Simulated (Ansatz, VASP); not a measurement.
CaOsO3: VASP beside Ansatz

INCAR

```
SYSTEM = CaOsO3
PREC     = Accurate       ! precision mode
ENCUT    = 520            ! plane-wave cutoff, eV
EDIFF    = 1E-6           ! SCF threshold, eV
ISMEAR   = -1             ! smearing method
SIGMA    = 0.15           ! smearing width, eV
LREAL    = .FALSE.        ! projectors in reciprocal space
LASPH    = .TRUE.         ! aspherical terms in the spheres
NELM     = 100            ! most SCF steps
ALGO     = Normal         ! electronic algorithm
ISIF     = 2              ! what is computed and relaxed
LWAVE    = .FALSE.        ! write WAVECAR
LCHARG   = .FALSE.        ! write CHGCAR
NBANDS   = 26             ! bands
```

Contents of KPOINTS:

```
regular mesh
0
G
  9 9 9
  0 0 0
```

The input POSCAR:

```
CaOsO3
1.0
    3.9521600000      0.0329346667      0.0000000000
    0.0329346667      3.9521600000      0.0000000000
    0.0000000000      0.0000000000      3.9521600000
Ca Os O
1 1 3
Direct
    0.0000000000      0.0000000000      0.0000000000
    0.5000000000      0.5000000000      0.5000000000
    0.5000000000      0.5000000000      0.0000000000
    0.5000000000      0.0000000000      0.5000000000
    0.0000000000      0.5000000000      0.5000000000
```

Input for Ansatz:

```yaml
crystal:
  lattice:
    - [3.95216, 0.03293466666666666, 0.0]
    - [0.03293466666666666, 3.95216, 0.0]
    - [0.0, 0.0, 3.95216]
  atoms:
    - { symbol: Ca, position: [0.0, 0.0, 0.0] }
    - { symbol: Os, position: [0.5, 0.5, 0.5] }
    - { symbol: O, position: [0.5, 0.5, 0.0] }
    - { symbol: O, position: [0.5, 0.0, 0.5] }
    - { symbol: O, position: [0.0, 0.5, 0.5] }
basis:
  ecutwfc: 520.0
kpoints:
  mp_grid:
    grid: [9, 9, 9]
hamiltonian:
  xc: lda
  pseudopotentials:
    kind: paw
scf:
  occupations:
    method: fermi_dirac
    width: 0.15
output:
  stress: true
```

Alike in both runs: task single point; functional LDA; k mesh 9 × 9 × 9; occupations fermi-dirac, width 0.15 eV; no spin polarisation.

```csv
,VASP,Ansatz
version,VASP 6.6.1,Ansatz 0.2.0
potentials or method,"VASP PAW LDA potentials, release 64 (Ca_sv, Os, O), cutoff 520 eV","plane waves, PAW"
valence electrons in the cell,36,44
```

|  | VASP | Ansatz | Ansatz less VASP |
| --- | --- | --- | --- |
| pressure (GPa) | -11.9 | -14.2 | -2.33 |
| traceless stress, the component that is largest in VASP (GPa) | -0.43 | -0.44 | -0.011 |

LDA's correlation is that of Perdew and Zunger in VASP and of Perdew and Wang (1992) in Ansatz. VASP's potentials hold 36 valence electrons a cell and Ansatz's 44, so a difference there can come from the potentials and not from the codes.

Neither program's run includes spin-orbit coupling.
